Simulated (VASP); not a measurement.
# Sb (P6_3/mmc) in VASP: notebook, part 2 of 3

VASP 6.6.1.

## Step 3: Single point, r2SCAN-based global hybrid with 50 % exact exchange

Contents of POSCAR:

```
Sb
1.0
    3.3545324186      0.0000000000      0.0000000000
   -1.6772662093      2.9051102923      0.0000000000
    0.0000000000      0.0000000000      5.4701606500
Sb
2
Direct
    0.6666666667      0.3333333333      0.7500000000
    0.3333333333      0.6666666667      0.2500000000
```

Contents of INCAR.step1:

```
SYSTEM = Sb
  PREC = Accurate
  ENCUT = 520
  EDIFF = 1E-5
  ISMEAR = -1
  SIGMA = 0.05
  LREAL = .False.
  LASPH = .True.
  NELM = 80
  ALGO = Normal
  ISIF = 2
  LWAVE = .True.
  GGA = PE
  NBANDS = 12
```

Contents of INCAR.step2:

```
SYSTEM = Sb
  PREC = Accurate
  ENCUT = 520
  EDIFF = 1E-7
  ISMEAR = -1
  SIGMA = 0.05
  LREAL = .False.
  LASPH = .True.
  NELM = 80
  ALGO = Normal
  ISIF = 2
  LWAVE = .False.
  LCHARG = .True.
  METAGGA = R2SCAN
  LHFCALC = .True.
  AEXX = 0.5
  LMIXTAU = .True.
  PRECFOCK = Normal
  LELF = .True.
  LVHAR = .True.
  ISTART = 1
  NBANDS = 12
```

Contents of KPOINTS:

```
Automatic mesh
0
Gamma
  5 5 3
  0 0 0
```

Potentials or basis: VASP PAW PBE potentials, release 64 (Sb).

Command:

```
> cat potpaw_PBE.64/Sb/POTCAR > POTCAR
> cp INCAR.step1 INCAR
> mpirun -np 1 vasp_std > vasp.out
> cp INCAR.step2 INCAR
> mpirun -np 1 vasp_std > vasp.out
```

It took 10 min on 1 thread of Intel Xeon 8259CL, shared host; peak memory 0.16 GiB.

The run converged. Its results:

```
Free energy            : -36.2936 eV
Pressure               : -8.1 GPa
Band gap on the k mesh : zero (bands 5 and 6 overlap by 9.06 eV)
```

Stress tensor (GPa, compression positive):
```
-10.13   0.00   0.00
  0.00 -10.13   0.00
  0.00   0.00  -4.03
```

Levels at points of the mesh, in eV from the Fermi level:
```
           k point  band 1  band 2  band 3  band 4  band 5  band 6  band 7  band 8  band 9  band 10
(0.00, 0.00, 0.00)  -16.93  -12.07   -8.50    5.47    5.47    7.54    7.54    7.87   10.18    11.52
```

Caveat: the k points lie up to 0.43 Å⁻¹ apart, too coarse for converged energies and pressures of a metal; the PAW data sets were made with another functional, which shifts forces and pressure a little; spin-orbit coupling is left out, which moves the levels of the heavy elements.

## Step 4: Single point, PBE0

POSCAR is that of step 3.

Contents of INCAR.step1:

```
ALGO = Normal
EDIFF = 1E-5
ENCUT = 520
GGA = PE
ISIF = 2
ISMEAR = -1
LASPH = True
LREAL = False
LWAVE = True
NBANDS = 12
NELM = 80
PREC = Accurate
SIGMA = 0.05
```

Contents of INCAR.step2:

```
AEXX = 0.25
ALGO = Normal
EDIFF = 1E-6
ENCUT = 520
GGA = PE
ISIF = 2
ISMEAR = -1
ISTART = 1
LASPH = True
LCHARG = True
LELF = True
LHFCALC = True
LREAL = False
LVHAR = True
LWAVE = False
NBANDS = 12
NELM = 80
PREC = Accurate
PRECFOCK = Normal
SIGMA = 0.05
```

Contents of KPOINTS:

```
k-points
0
Gamma
  6 6 4
```

Potentials or basis: VASP PAW PBE potentials, release 64 (Sb).

Command:

```
> cat potpaw_PBE.64/Sb/POTCAR > POTCAR
> cp INCAR.step1 INCAR
> mpirun -np 1 vasp_std > vasp.out
> cp INCAR.step2 INCAR
> mpirun -np 1 vasp_std > vasp.out
```

OUTCAR:

```text
AEXX = 0.25
   EDIFF = 1E-6
   ENCUT = 520
   GGA = PE
   ISIF = 2
   ISMEAR = -1
   ISTART = 1
   LASPH = True
   LHFCALC = True
   LREAL = False
   NELM = 80
   PREC = Accurate
   PRECFOCK = Normal

 ion  position               nearest neighbor table
   1  0.667  0.333  0.750-   2 3.35   2 3.35   2 3.35   2 3.35   2 3.35   2 3.35
   2  0.333  0.667  0.250-   1 3.35   1 3.35   1 3.35   1 3.35   1 3.35   1 3.35

  LATTYP: Found a hexagonal cell.
 ALAT       =     3.3545324186
 C/A-ratio  =     1.6306775334

  Lattice vectors:

 A1 = (   3.3545324186,   0.0000000000,   0.0000000000)
 A2 = (  -1.6772662093,   2.9051102923,   0.0000000000)
 A3 = (   0.0000000000,   0.0000000000,   5.4701606500)

Analysis of symmetry for initial positions (statically):
=====================================================================
 Subroutine PRICEL returns:
 Original cell was already a primitive cell.

 Routine SETGRP: Setting up the symmetry group for a
 hexagonal supercell.

 Subroutine GETGRP returns: Found 24 space group operations
 (whereof 12 operations were pure point group operations)
 out of a pool of 24 trial point group operations.

The static configuration has the point symmetry D_3d.
 The point group associated with its full space group is D_6h.

Analysis of symmetry for dynamics (positions and initial velocities):
=====================================================================
 Subroutine PRICEL returns:
 Original cell was already a primitive cell.

 Routine SETGRP: Setting up the symmetry group for a
 hexagonal supercell.

 Subroutine GETGRP returns: Found 24 space group operations
 (whereof 12 operations were pure point group operations)
 out of a pool of 24 trial point group operations.

The dynamic configuration has the point symmetry D_3d.
 The point group associated with its full space group is D_6h.

 Subroutine INISYM returns: Found 24 space group operations
 (whereof 12 operations are pure point group operations),
 and found     1 'primitive' translations
[... 126 lines left out ...]
   ENCUTFOCK=  -1.0 apply spherical cutoff to Coloumb kernel
   IVDW    =     0    specifies the selected vdW correction
   LEPSILON=     F    determine dielectric tensor
   LRPA    =     F    only Hartree local field effects (RPA)
 non-spin polarized calculation
  energy-cutoff  :      520.00
  volume of cell :       53.31
 maximum number of plane-waves:      1454
 NGX is ok and might be reduce to    28
  NGX = 20; NGY = 20; NGZ = 32

 number of electron      10.0000000 magnetization

 Free energy of the ion-electron system (eV)
  ---------------------------------------------------
  ext. energy  EPLUGINS =         0.00000000
  ---------------------------------------------------
  free energy    TOTEN  =       -10.60950695 eV

  energy without entropy =      -10.60688557  energy(sigma->0) =      -10.60819626

 E-fermi :   8.9333     XC(G=0):  -8.1323

 val. band max:        8.1959668270   @ k =   0.5000   0.0000   0.0000
 cond. band min:       9.0599803476   @ k =   0.1667   0.1667   0.5000
 fundamental gap:      0.8640135205
 Fermi energy:         8.9332730293

 k-point     1 :       0.0000    0.0000    0.0000
  band No.  band energies     occupation
      1      -6.4189      2.00000
      2      -2.1231      2.00000
      3       1.3759      2.00000
      4      13.0597      0.00000
      5      13.0597      0.00000
      6      14.8359      0.00000
      7      14.8359      0.00000
      8      15.1180      0.00000
      9      17.2773      0.00000
     10      18.5549      0.00000
     11      19.5846      0.00000
     12      19.5846      0.00000
[... 286 lines left out ...]
 k-point    21 :       0.3333    0.3333    0.5000
  band No.  band energies     occupation
      1      -0.5710      2.00000
      2      -0.5710      2.00000
      3       3.2077      2.00000
      4       3.2077      2.00000
      5       4.4058      2.00000
      6       4.4058      2.00000
      7      12.3756      0.00000
      8      12.3756      0.00000
      9      16.9382      0.00000
     10      16.9382      0.00000
     11      17.4789      0.00000
     12      17.4789      0.00000

------------------------ aborting loop because EDIFF is reached ----------------------------------------

  FORCE on cell =-STRESS in cart. coord.  units (eV):
  Direction    XX          YY          ZZ          XY          YZ          ZX
  --------------------------------------------------------------------------------------
  -------------------------------------------------------------------------------------
  Total       -1.2892537     -1.2892537      0.8333925      0.0000000     -0.0000000      0.0000000
  in kB      -38.7484432    -38.7484432     25.0475629      0.0000000     -0.0000000      0.0000000
  external PRESSURE =     -17.4831079 kB  Pullay stress =       0.0000000 kB

 VOLUME and BASIS-vectors are now :
 -----------------------------------------------------------------------------
  energy-cutoff  :      520.00
  volume of cell :       53.31
      direct lattice vectors                 reciprocal lattice vectors
     3.354532419  0.000000000  0.000000000     0.298104139  0.172110505  0.000000000
    -1.677266209  2.905110292  0.000000000     0.000000000  0.344221010  0.000000000
     0.000000000  0.000000000  5.470160650     0.000000000  0.000000000  0.182809987

 POSITION                                       TOTAL-FORCE (eV/Angst)
 -----------------------------------------------------------------------------------
      1.67727      0.96837      4.10262         0.000000      0.000000      0.000000
     -0.00000      1.93674      1.36754        -0.000000      0.000000     -0.000000
 -----------------------------------------------------------------------------------
    total drift:                                0.000000      0.000000     -0.000000

  FREE ENERGIE OF THE ION-ELECTRON SYSTEM (eV)
  ---------------------------------------------------
  free  energy   TOTEN  =       -10.6095069511 eV

  energy  without entropy=      -10.6068855657  energy(sigma->0) =      -10.60819626
```

It took 19 min on 1 thread of AMD EPYC 9R14 (Zen 4), shared host; peak memory 0.16 GiB.

What came out:

| Item | Value |
| --- | --- |
| Free energy | -10.6095 eV |
| Pressure | -1.7 GPa |
| Band gap on the k mesh | zero (bands 5 and 6 overlap by 9.55 eV) |

Caveat: the k points lie up to 0.36 Å⁻¹ apart, too coarse for converged energies and pressures of a metal; the PAW data sets were made with another functional, which shifts forces and pressure a little; spin-orbit coupling is left out, which moves the levels of the heavy elements.

## Step 5: Single point, PBE0

This run uses another cell than the first one, of 27.19 Å³/atom.

Contents of POSCAR:

```
Sb
1.0
    3.3767485125      0.0000000000      0.0000000000
   -1.6883742563      2.9243499940      0.0000000000
    0.0000000000      0.0000000000      5.5063879352
Sb
2
Direct
    0.6666666667      0.3333333333      0.7500000000
    0.3333333333      0.6666666667      0.2500000000
```

Contents of INCAR.step1:

```
SYSTEM = Sb
  ALGO = Normal
  EDIFF = 1E-5
  ENCUT = 520
  GGA = PE
  ISIF = 2
  ISMEAR = -1
  LASPH = .True.
  LREAL = .False.
  LWAVE = .True.
  NBANDS = 12
  NELM = 80
  PREC = Accurate
  SIGMA = 0.05
```

Contents of INCAR.step2:

```
SYSTEM = Sb
  AEXX = 0.25
  ALGO = Normal
  EDIFF = 1E-6
  ENCUT = 520
  GGA = PE
  ISIF = 2
  ISMEAR = -1
  ISTART = 1
  LASPH = .True.
  LCHARG = .True.
  LELF = .True.
  LHFCALC = .True.
  LREAL = .False.
  LVHAR = .True.
  LWAVE = .False.
  NBANDS = 12
  NELM = 80
  PREC = Accurate
  PRECFOCK = Normal
  SIGMA = 0.05
```

Contents of KPOINTS:

```
k-points
0
Gamma
  6 6 4
  0 0 0
```

Command:

```
> cat potpaw_PBE.64/Sb/POTCAR > POTCAR
> cp INCAR.step1 INCAR
> mpirun -np 1 vasp_std > vasp.out
> cp INCAR.step2 INCAR
> mpirun -np 1 vasp_std > vasp.out
```

Run time: 19 min. Hardware: 1 thread of AMD EPYC 9R14 (Zen 4), shared host; peak memory 0.16 GiB.

It converged, with:

- Free energy: -10.5938 eV
- Pressure: -3.0 GPa
- Band gap on the k mesh: zero (bands 5 and 6 overlap by 9.33 eV)

Stress tensor (GPa, compression positive):
```
-4.96  0.00  0.00
 0.00 -4.96  0.00
 0.00  0.00  1.00
```

Levels at points of the mesh, in eV from the Fermi level:
| k point | band 2 | band 3 | band 4 | band 5 | band 6 | band 7 | band 8 | band 9 |
| --- | --- | --- | --- | --- | --- | --- | --- | --- |
| (0.00, 0.00, 0.00) | -11.01 | -7.42 | 4.02 | 4.02 | 5.75 | 5.75 | 6.02 | 8.24 |
| (0.50, 0.00, 0.00) | -9.81 | -5.68 | -4.26 | -3.34 | -0.70 | 0.35 | 4.09 | 4.71 |
| (0.00, 0.00, 0.50) | -13.85 | -1.62 | -1.62 | 4.89 | 4.89 | 4.89 | 4.89 | 9.25 |
| (0.50, 0.00, 0.50) | -10.26 | -6.84 | -6.84 | 1.75 | 1.75 | 1.90 | 1.90 | 6.23 |

Caveat: the stress differs along the axes, from -5 to 1 GPa; the PAW data sets were made with another functional, which shifts forces and pressure a little; spin-orbit coupling is left out, which moves the levels of the heavy elements.

(Part 2 of 3 ends here.)

The gap in the log of VASP goes by the Fermi energy; the results here count the filled bands.